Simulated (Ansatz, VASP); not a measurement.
Two plane-wave programs on AlNi3

```xyz
4
Lattice="3.5694 0.0000 0.0000 0.0000 3.5694 0.0000 0.0000 0.0000 3.5694" Properties=species:S:1:pos:R:3 pbc="T T T"
Ni    1.7847    1.7847    0.0000
Ni    1.7847    0.0000    1.7847
Ni    0.0000    1.7847    1.7847
Al    0.0000    0.0000    0.0000
```

Alike in both runs: task single point; functional PBE; k mesh 8 × 8 × 8; occupations fermi-dirac, width 0.05 eV; collinear spin.

|  | VASP | Ansatz |
| --- | --- | --- |
| version | VASP 6.6.1 | Ansatz 0.2.0 |
| potentials or method | VASP PAW PBE potentials, release 64 (Ni, Al) | Ansatz PAW |
| plane-wave cutoff (eV) | 520 | 420 |
| valence electrons in the cell | 33 | 57 |

```csv
,VASP,Ansatz,Ansatz less VASP
gap on the k mesh at the Fermi level (eV),none,none,-
pressure (GPa),-0.3,-0.4,-0.04
net moment per atom (μB),0.17,0.18,+0.008
size of the moment on the site where the two differ most (μB),0.25,0.27,+0.022
```

Site moments also hang on the region over which each program counts them. A gap of «none» marks a metal or a gap that the smearing closes. VASP's potentials hold 33 valence electrons a cell and Ansatz's 57, so a difference there can come from the potentials and not from the codes.
